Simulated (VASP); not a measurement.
# BaZrO3 (Pm-3m) in VASP: further runs

BaZrO3 is run at these levels: PBEsol; tasks: single point.

Everything below comes from runs of VASP 6.6.1. Logs are shortened: lines on timing, memory, paths and dates and some standing lists are left out, and cuts for length are marked.

## 1. The cell of the first run

The structure is cubic, space group Pm-3m (No. 221). Conventional cell: a = 4.191 Å, b = 4.191 Å, c = 4.191 Å, α = 90.00°, β = 90.00°, γ = 90.00°. Within 3.9 Å of Ba (site symmetry m-3m) lie 12 O at 2.96 Å and 8 Zr at 3.63 Å. Zr (site symmetry m-3m) has 6 O at 2.10 Å within 2.8 Å. Within 2.8 Å of O (site symmetry 4/mmm) lie 2 Zr at 2.10 Å.

## 2. Single point, PBEsol

The input, INCAR:

```
SYSTEM = BaZrO3
ALGO = Normal
EDIFF = 1E-7
ENCUT = 520
GGA = PS
ISIF = 2
ISMEAR = 0
LASPH = .True.
LCHARG = .True.
LELF = .True.
LREAL = .False.
LVHAR = .True.
LWAVE = .False.
NBANDS = 28
NELM = 60
PREC = Accurate
SIGMA = 0.01
```

The input, KPOINTS:

```
k-points
0
Gamma
  6 6 6
  0 0 0
```

The input, POSCAR:

```
BaZrO3
1.0
    4.1913400000      0.0000000000      0.0000000000
    0.0000000000      4.1913400000      0.0000000000
    0.0000000000      0.0000000000      4.1913400000
Ba Zr O
1 1 3
Direct
    0.0000000000      0.0000000000      0.0000000000
    0.5000000000      0.5000000000      0.5000000000
    0.5000000000      0.5000000000      0.0000000000
    0.5000000000      0.0000000000      0.5000000000
    0.0000000000      0.5000000000      0.5000000000
```

Potentials or basis: VASP PAW PBE potentials, release 64 (Ba_sv, Zr_sv, O).

On the command line:

```console
cat potpaw_PBE.64/Ba_sv/POTCAR potpaw_PBE.64/Zr_sv/POTCAR potpaw_PBE.64/O/POTCAR > POTCAR
mpirun -np 1 vasp_std > vasp.out
```

OUTCAR:

```text
SYSTEM = BaZrO3
   EDIFF = 1E-7
   ENCUT = 520
   GGA = PS
   ISIF = 2
   ISMEAR = 0
   LASPH = .True.
   LREAL = .False.
   NELM = 60
   PREC = Accurate

 ion  position               nearest neighbor table
   1  0.000  0.000  0.000-   3 2.96   4 2.96   5 2.96   4 2.96   5 2.96   3 2.96   5 2.96   5 2.96
                             3 2.96   4 2.96   4 2.96   3 2.96   2 3.63   2 3.63   2 3.63   2 3.63
   2  0.500  0.500  0.500-   3 2.10   4 2.10   5 2.10   3 2.10   4 2.10   5 2.10   1 3.63   1 3.63
                             1 3.63   1 3.63   1 3.63   1 3.63   1 3.63   1 3.63
   3  0.500  0.500  0.000-   2 2.10   2 2.10   1 2.96   1 2.96   1 2.96   1 2.96
   4  0.500  0.000  0.500-   2 2.10   2 2.10   1 2.96   1 2.96   1 2.96   1 2.96
   5  0.000  0.500  0.500-   2 2.10   2 2.10   1 2.96   1 2.96   1 2.96   1 2.96

  LATTYP: Found a simple cubic cell.
 ALAT       =     4.1913400000

  Lattice vectors:

 A1 = (   4.1913400000,   0.0000000000,   0.0000000000)
 A2 = (   0.0000000000,   4.1913400000,   0.0000000000)
 A3 = (   0.0000000000,   0.0000000000,   4.1913400000)

Analysis of symmetry for initial positions (statically):
=====================================================================
 Subroutine PRICEL returns:
 Original cell was already a primitive cell.

 Routine SETGRP: Setting up the symmetry group for a
 simple cubic supercell.

 Subroutine GETGRP returns: Found 48 space group operations
[... 9 lines left out ...]

 Routine SETGRP: Setting up the symmetry group for a
 simple cubic supercell.

 Subroutine GETGRP returns: Found 48 space group operations
[... 11 lines left out ...]
                                     Primitive cell

  volume of cell :      73.6307

  direct lattice vectors                    reciprocal lattice vectors
     4.191340000  0.000000000  0.000000000     0.238587182  0.000000000  0.000000000
     0.000000000  4.191340000  0.000000000     0.000000000  0.238587182  0.000000000
     0.000000000  0.000000000  4.191340000     0.000000000  0.000000000  0.238587182

  length of vectors
     4.191340000  4.191340000  4.191340000     0.238587182  0.238587182  0.238587182

  position of ions in fractional coordinates (direct lattice)
     0.000000000  0.000000000  0.000000000
     0.500000000  0.500000000  0.500000000
     0.500000000  0.500000000  0.000000000
     0.500000000  0.000000000  0.500000000
     0.000000000  0.500000000  0.500000000

  ion indices of the primitive-cell ions
   primitive index   ion index
                 1           1
                 2           2
                 3           3
                 4           4
                 5           5

----------------------------------------------------------------------------------------

 KPOINTS: k-points

Automatic generation of k-mesh.
 Grid dimensions read from file:
 generate k-points for:    6    6    6

 Generating k-lattice:

  Cartesian coordinates                     Fractional coordinates (reciprocal lattice)
     0.039764530  0.000000000  0.000000000     0.166666667  0.000000000  0.000000000
     0.000000000  0.039764530  0.000000000     0.000000000  0.166666667  0.000000000
     0.000000000  0.000000000  0.039764530     0.000000000  0.000000000  0.166666667

  Length of vectors
     0.039764530  0.039764530  0.039764530

  Shift w.r.t. Gamma in fractional coordinates (k-lattice)
     0.000000000  0.000000000  0.000000000

 Subroutine IBZKPT returns following result:
 ===========================================

 Found     20 irreducible k-points:

 Following reciprocal coordinates:
            Coordinates               Weight
  0.000000  0.000000  0.000000      1.000000
  0.166667  0.000000  0.000000      6.000000
  0.333333  0.000000  0.000000      6.000000
  0.500000  0.000000  0.000000      3.000000
  0.166667  0.166667  0.000000     12.000000
  0.333333  0.166667  0.000000     24.000000
[... 12 lines left out ...]
  0.500000  0.500000  0.333333      6.000000
  0.500000  0.500000  0.500000      1.000000
   k-points           NKPTS =     20   k-points in BZ     NKDIM =     20   number of bands    NBANDS=     28
   number of dos      NEDOS =    301   number of ions     NIONS =      5
   total plane-waves  NPLWV =  32768
   dimension x,y,z NGX =    32 NGY =   32 NGZ =   32
   dimension x,y,z NGXF=    64 NGYF=   64 NGZF=   64
   ions per type =               1   1   3
   NGX,Y,Z   is equivalent  to a cutoff of  12.69, 12.69, 12.69 a.u.
   NGXF,Y,Z  is equivalent  to a cutoff of  25.39, 25.39, 25.39 a.u.
 SYSTEM =  BaZrO3
   PREC   = accura    normal or accurate (medium, high low for compatibility)
   ISTART =      0    job   : 0-new  1-cont  2-samecut
   ICHARG =      2    charge: 1-file 2-atom 10-const
   ISPIN  =      1    spin polarized calculation?
   LNONCOLLINEAR =      F non collinear calculations
   LSORBIT =      F    spin-orbit coupling
   LASPH  =      T    aspherical Exc in radial PAW
   ENCUT  =  520.0 eV  38.22 Ry    6.18 a.u.   7.79  7.79  7.79*2*pi/ulx,y,z
   NELM   =     60;   NELMIN=  2; NELMDL= -5     # of ELM steps
   EDIFF  = 0.1E-06   stopping-criterion for ELM
   LREAL  =      F    real-space projection
   EDIFFG = 0.1E-05   stopping-criterion for IOM
   NSW    =      0    number of steps for IOM
   IBRION =     -1    ionic relax: 0-MD 1-quasi-New 2-CG
   NFREE  =      0    steps in history (QN), initial steepest desc. (CG)
   ISIF   =      2    stress and relaxation
   ISYM   =      2    0-nonsym 1-usesym 2-fastsym
   POTIM  = 0.5000    time-step for ionic-motion
   TEBEG  =    0.0;   TEEND  =   0.0 temperature during run
   PSTRESS=    0.0 pullay stress
   NELECT =      40.0000    total number of electrons
   NUPDOWN=      -1.0000    fix difference up-down
   EMIN   =  10.00;   EMAX   =-10.00  energy-range for DOS
   EFERMI =   0.00;   METHOD = LEGACY
   ISMEAR =     0;   SIGMA  =   0.01  broadening in eV -4-tet -1-fermi 0-gaus
   EFERMI_NEDOS =   21; number of points for ismear=-14 and -15
   IALGO  =     38    algorithm
   IMIX   =      4    mixing-type and parameters
     AMIX     =   0.40;   BMIX     =  1.00
     AMIX_MAG =   1.60;   BMIX_MAG =  1.00
  volume/ion in A,a.u.               =      14.73        99.38
  Fermi-wavevector in a.u.,A,eV,Ry     =   1.335802  2.524299 24.277770  1.784366
  Thomas-Fermi vector in A             =   2.464478
   LORBIT       =      0    0 simple, 1 ext, 2 COOP (PROOUT), +10 PAW based schemes
   GGA     = PS    functional components
   LHFCALC =     F    Hartree Fock is set to
   AEXX    =    0.0000 exact exchange contribution
   IVDW    =     0    specifies the selected vdW correction
   LEPSILON=     F    determine dielectric tensor
   LRPA    =     F    only Hartree local field effects (RPA)
 non-spin polarized calculation
 Gauss-broadening in eV      SIGMA  =   0.01
  energy-cutoff  :      520.00
  volume of cell :       73.63
 maximum number of plane-waves:      2008
 NGX is ok and might be reduce to    32
   NGX = 15   NGY = 15   NGZ = 15

 number of electron      40.0000000 magnetization

 Free energy of the ion-electron system (eV)
  ---------------------------------------------------
  ext. energy  EPLUGINS =         0.00000000
  ---------------------------------------------------
  free energy    TOTEN  =       -43.62315325 eV

  energy without entropy =      -43.62315325  energy(sigma->0) =      -43.62315325

 E-fermi :   3.6962     XC(G=0): -11.0217

 val. band max:        3.6342735394   @ k =   0.5000   0.5000   0.5000
 cond. band min:       6.7409162734   @ k =   0.0000   0.0000   0.0000
 fundamental gap:      3.1066427340
 Fermi energy:         3.6961529132

 k-point     1 :       0.0000    0.0000    0.0000
  band No.  band energies     occupation
      1     -43.2411      2.00000
      2     -21.6062      2.00000
      3     -21.4510      2.00000
      4     -21.4510      2.00000
      5     -21.4510      2.00000
      6     -12.6551      2.00000
[... 20 lines left out ...]
     27      11.1004      0.00000
     28      11.1004      0.00000

 k-point     2 :       0.1667    0.0000    0.0000
  band No.  band energies     occupation
      1     -43.2403      2.00000
      2     -21.6799      2.00000
      3     -21.4492      2.00000
      4     -21.4492      2.00000
      5     -21.4264      2.00000
      6     -12.6624      2.00000
[... 20 lines left out ...]
     27      11.1015      0.00000
     28      11.8101      0.00000

 k-point     3 :       0.3333    0.0000    0.0000
  band No.  band energies     occupation
      1     -43.2385      2.00000
      2     -21.8089      2.00000
      3     -21.4456      2.00000
      4     -21.4456      2.00000
      5     -21.3904      2.00000
      6     -12.7705      2.00000
[... 20 lines left out ...]
     27      11.1978      0.00000
     28      11.3475      0.00000

 k-point     4 :       0.5000    0.0000    0.0000
  band No.  band energies     occupation
      1     -43.2377      2.00000
      2     -21.8690      2.00000
      3     -21.4438      2.00000
      4     -21.4438      2.00000
      5     -21.3743      2.00000
      6     -12.8322      2.00000
[... 20 lines left out ...]
     27      11.0826      0.00000
     28      12.1268      0.00000

 k-point     5 :       0.1667    0.1667    0.0000
  band No.  band energies     occupation
      1     -43.2394      2.00000
      2     -21.6972      2.00000
      3     -21.5151      2.00000
      4     -21.4475      2.00000
      5     -21.3931      2.00000
      6     -12.6114      2.00000
[... 20 lines left out ...]
     27      11.5319      0.00000
     28      11.7338      0.00000

 k-point     6 :       0.3333    0.1667    0.0000
  band No.  band energies     occupation
      1     -43.2377      2.00000
      2     -21.7831      2.00000
      3     -21.5265      2.00000
      4     -21.4439      2.00000
      5     -21.3903      2.00000
      6     -12.6548      2.00000
[... 339 lines left out ...]
      5     -21.4552      2.00000
      6     -11.8617      2.00000
[... 20 lines left out ...]
     27      11.8945      0.00000
     28      11.8945      0.00000

 k-point    18 :       0.5000    0.3333    0.3333
  band No.  band energies     occupation
      1     -43.2326      2.00000
      2     -21.7086      2.00000
      3     -21.6312      2.00000
      4     -21.6292      2.00000
      5     -21.4750      2.00000
      6     -11.8008      2.00000
[... 20 lines left out ...]
     27      11.8666      0.00000
     28      12.5747      0.00000

 k-point    19 :       0.5000    0.5000    0.3333
  band No.  band energies     occupation
      1     -43.2318      2.00000
      2     -21.6905      2.00000
      3     -21.6905      2.00000
      4     -21.6279      2.00000
      5     -21.4820      2.00000
      6     -11.7010      2.00000
[... 20 lines left out ...]
     27      12.1361      0.00000
     28      12.9242      0.00000

 k-point    20 :       0.5000    0.5000    0.5000
  band No.  band energies     occupation
      1     -43.2309      2.00000
      2     -21.6879      2.00000
      3     -21.6879      2.00000
      4     -21.6879      2.00000
      5     -21.4727      2.00000
      6     -11.4109      2.00000
[... 20 lines left out ...]
     27      12.7997      0.00000
     28      12.7997      0.00000

------------------------ aborting loop because EDIFF is reached ----------------------------------------

  FORCE on cell =-STRESS in cart. coord.  units (eV):
  Direction    XX          YY          ZZ          XY          YZ          ZX
  --------------------------------------------------------------------------------------
  -------------------------------------------------------------------------------------
  Total       -0.0439536     -0.0439536     -0.0439536      0.0000000      0.0000000      0.0000000
  in kB       -0.9564148     -0.9564148     -0.9564148      0.0000000      0.0000000      0.0000000
  external PRESSURE =      -0.9564148 kB  Pullay stress =       0.0000000 kB

 VOLUME and BASIS-vectors are now :
 -----------------------------------------------------------------------------
  energy-cutoff  :      520.00
  volume of cell :       73.63
      direct lattice vectors                 reciprocal lattice vectors
     4.191340000  0.000000000  0.000000000     0.238587182  0.000000000  0.000000000
     0.000000000  4.191340000  0.000000000     0.000000000  0.238587182  0.000000000
     0.000000000  0.000000000  4.191340000     0.000000000  0.000000000  0.238587182

 POSITION                                       TOTAL-FORCE (eV/Angst)
 -----------------------------------------------------------------------------------
      0.00000      0.00000      0.00000         0.000000      0.000000      0.000000
      2.09567      2.09567      2.09567         0.000000      0.000000      0.000000
      2.09567      2.09567      0.00000         0.000000      0.000000      0.000000
      2.09567      0.00000      2.09567         0.000000      0.000000      0.000000
      0.00000      2.09567      2.09567         0.000000      0.000000      0.000000
 -----------------------------------------------------------------------------------
    total drift:                                0.000000     -0.000000     -0.000000

  FREE ENERGIE OF THE ION-ELECTRON SYSTEM (eV)
  ---------------------------------------------------
  free  energy   TOTEN  =       -43.6231532484 eV

  energy  without entropy=      -43.6231532484  energy(sigma->0) =      -43.62315325
```

Run time: 15 s. Hardware: 1 thread of Intel Xeon 6975P-C (Granite Rapids), shared host; peak memory 0.2 GiB.

What came out:

```
Free energy            : -43.6232 eV
Pressure               : -0.1 GPa
Band gap on the k mesh : 3.11 eV, indirect (least direct gap 3.33 eV)
```

Levels at points of the mesh, in eV from the valence-band top:
| k point | band 18 | band 19 | band 20 | band 21 | band 22 | band 23 |
| --- | --- | --- | --- | --- | --- | --- |
| (0.00, 0.00, 0.00) | -0.22 | -0.22 | -0.22 | 3.11 | 3.11 | 3.11 |
| (0.50, 0.00, 0.00) | -1.72 | -0.45 | -0.45 | 3.56 | 5.69 | 5.69 |
| (0.50, 0.50, 0.00) | -0.94 | -0.79 | -0.08 | 5.65 | 5.65 | 6.42 |
| (0.50, 0.50, 0.50) | 0.00 | 0.00 | 0.00 | 5.90 | 5.90 | 5.90 |

Caveat: the PAW data sets were made with another functional, which shifts forces and pressure a little; spin-orbit coupling is left out, which moves the levels of the heavy elements.

(Part 1 of 2 ends here.)
